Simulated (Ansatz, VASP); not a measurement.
## One calculation of SrCl2, two programs

```xyz
3
Lattice="-0.0933 3.4677 3.4677 3.4677 -0.0933 3.4677 3.4677 3.4677 -0.0933" Properties=species:S:1:pos:R:3 pbc="T T T"
Sr    0.0000    0.0000    0.0000
Cl    1.7279    1.7279    1.7279
Cl    5.1142    5.1142    5.1142
```

Change from the starting cell: epitaxial_111 strain +1.8%.

Alike in both runs: task single point; functional r2SCAN; k mesh 6 × 6 × 6; no spin polarisation.

```csv
,VASP,Ansatz
version,VASP 6.6.1,Ansatz 0.2.0
potentials or method,"VASP PAW PBE potentials, release 64 (Sr_sv, Cl)","plane waves, PAW"
plane-wave cutoff (eV),520,500
occupations,"gaussian, width 0.01 eV",fixed
valence electrons in the cell,24,24
```

Ansatz gave:

| Property | Result |
| --- | --- |
| gap on the k mesh at the Fermi level (eV) | 5.89 |
| pressure (GPa) | -0.5 |
| traceless stress, the component that is largest in VASP (GPa) | 0.25 |
| rms of the force components (eV/Å) | 0.004 |

Problem. Estimate VASP's values.

Solution. gap on the k mesh at the Fermi level (eV): 5.89; pressure (GPa): -0.5; traceless stress, the component that is largest in VASP (GPa): 0.26; rms of the force components (eV/Å): 0.002.

VASP's potentials were made for PBE, not for r2SCAN. Atom by atom the forces differ by 0.001 eV/Å (rms over components).
